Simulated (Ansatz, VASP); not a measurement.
**SnO2 in VASP and in Ansatz**

```
Sn O
1.0
     4.73800    0.00000    0.00000
     0.00000    4.73800    0.00000
     0.00000    0.00000    3.25023
Sn O
2 4
Direct
  0.00000 0.00000 0.00000
  0.50000 0.50000 0.50000
  0.30630 0.30630 0.00000
  0.19370 0.80630 0.50000
  0.69370 0.69370 0.00000
  0.80630 0.19370 0.50000
```

Change from the starting cell: z stretched by +2 %, ions relaxed.

Alike in both runs: functional PBE; k mesh 7 × 7 × 9; occupations fermi-dirac, width 0.02 eV; no spin polarisation.

Ansatz relaxed the structure, and its values are those at the end. VASP's run is a single point on that final structure, the one shown.

|  | VASP | Ansatz |
| --- | --- | --- |
| version | VASP 6.6.1 | Ansatz 0.2.0 |
| potentials or method | VASP PAW PBE potentials, release 64 (Sn_d, O) | plane-wave PAW, scalar-relativistic |
| plane-wave cutoff (eV) | 520 | 420 |
| valence electrons in the cell | 52 | 52 |

Ansatz gave:

| Quantity | Value |
| --- | --- |
| gap on the k mesh at the Fermi level (eV) | 0.97 |
| pressure (GPa) | 5.8 |
| rms of the force components (eV/Å) | 0.000 |

Estimate VASP's values.

gap on the k mesh at the Fermi level (eV): 0.96; pressure (GPa): 6.4; rms of the force components (eV/Å): 0.005.

Ansatz's warnings: stress scf threshold loose.
